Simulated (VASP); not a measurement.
Here is a VASP 6.6.1 calculation.

File INCAR:

```
SYSTEM = SiO2
ALGO     = Normal         ! electronic algorithm
EDIFF    = 1E-7           ! SCF threshold, eV
EDIFFG   = -0.04          ! ionic threshold
ENCUT    = 600            ! plane-wave cutoff, eV
GGA      = PE             ! functional
IBRION   = 2              ! ionic algorithm
ISIF     = 3              ! what is computed and relaxed
ISMEAR   = 0              ! smearing method
LASPH    = .True.         ! aspherical terms in the spheres
LCHARG   = .False.        ! write CHGCAR
LREAL    = .False.        ! projectors in reciprocal space
LWAVE    = .False.        ! write WAVECAR
NELM     = 60             ! most SCF steps
NSW      = 90             ! ionic steps
PREC     = Accurate       ! precision mode
SIGMA    = 0.1            ! smearing width, eV
```

File KPOINTS:

```
k-points
0
Gamma
  6 6 6
  0 0 0
```

Contents of POSCAR:

```
SiO2
1.0
   -2.4951521700      2.4951521700      3.6226437400
    2.4951521700     -2.4951521700      3.6226437400
    2.4951521700      2.4951521700     -3.6226437400
Si O
2 4
Direct
    0.5000000000      0.5000000000      0.0000000000
    0.2500000000      0.7500000000      0.5000000000
    0.8217442800      0.6340132000      0.1877310800
    0.3659868000      0.1782557200      0.8122689200
    0.3659868000      0.5537178800      0.1877310800
    0.4462821200      0.6340132000      0.8122689200
```

Potentials or basis: VASP PAW PBE potentials, release 64 (Si, O).

Command:

```sh
$ cat potpaw_PBE.64/Si/POTCAR potpaw_PBE.64/O/POTCAR > POTCAR
$ mpirun -np 1 vasp_std > vasp.out
```

(1) Predict the relaxed volume.

(2) What does it give for the band gap on the k mesh?

(3) What does it give for the relaxed cell?

(4) Estimate the space group after relaxing (to 0.1 Å).

## Answers

(1) 17.30 Å³/atom.

(2) 5.37 eV.

(3) a = 5.276 Å, b = 5.276 Å, c = 5.276 Å, α = 120.05°, β = 120.05°, γ = 89.92°.

(4) Fd-3m (No. 227).

Caveat: the volume moved by over 15 % at a fixed basis, so the end points are rough.
